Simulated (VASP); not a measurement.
A run of VASP 6.6.1:

File INCAR:

```
PREC     = Accurate       # precision mode
ENCUT    = 520            # plane-wave cutoff, eV
EDIFF    = 1E-6           # SCF threshold, eV
ISMEAR   = 0              # smearing method
SIGMA    = 0.1            # smearing width, eV
LREAL    = Auto         
LASPH    = True           # aspherical terms in the spheres
NELM     = 150            # most SCF steps
ALGO     = Normal         # electronic algorithm
ISIF     = 2              # what is computed and relaxed
LWAVE    = False          # write WAVECAR
LCHARG   = False          # write CHGCAR
ISPIN    = 2              # spin polarisation
MAGMOM   = 0 0 0 0 0 0 0 0 1 0 0 0 0 0 0 # initial moments
LORBIT   = 11             # projections on sites
LMAXMIX  = 4              # l up to which the mixer works
GGA      = PE             # functional
NBANDS   = 60             # bands
```

The input KPOINTS:

```
regular mesh
0
Gamma
  4 4 4
```

File POSCAR:

```
RbCdAuC6N6
1.0
    0.0000000000      5.1845000000      5.1845000000
    5.1845000000      0.0000000000      5.1845000000
    5.1845000000      5.1845000000      0.0000000000
Rb Cd C Au N
1 1 6 1 6
Direct
    0.7500000000      0.7500000000      0.7500000000
    0.5000000000      0.5000000000      0.5000000000
    0.8151220000      0.1848780000      0.1848780000
    0.1848780000      0.1848780000      0.8151220000
    0.8151220000      0.1848780000      0.8151220000
    0.1848780000      0.8151220000      0.8151220000
    0.8151220000      0.8151220000      0.1848780000
    0.1848780000      0.8151220000      0.1848780000
    0.0000000000      0.0000000000      0.0000000000
    0.7022856600      0.2977143400      0.2977143400
    0.2977143400      0.2977143400      0.7022856600
    0.7022856600      0.2977143400      0.7022856600
    0.2977143400      0.7022856600      0.7022856600
    0.7022856600      0.7022856600      0.2977143400
    0.2977143400      0.7022856600      0.2977143400
```

Potentials or basis: VASP PAW PBE potentials, release 64 (Rb_sv, Cd, C, Au, N).

Command:

```bash
$ cat potpaw_PBE.64/Rb_sv/POTCAR potpaw_PBE.64/Cd/POTCAR potpaw_PBE.64/C/POTCAR potpaw_PBE.64/Au/POTCAR potpaw_PBE.64/N/POTCAR > POTCAR
$ mpirun -np 1 vasp_std > vasp.out
```

Hardware: 1 thread of AMD EPYC 7R13, on a shared host.

Problem. How long does it take, and how much memory?

Solution. Wall time 22 min on 1 thread of AMD EPYC 7R13 (shared host), peak memory 0.64 GiB. Counts: scf iterations 19, k points 8.
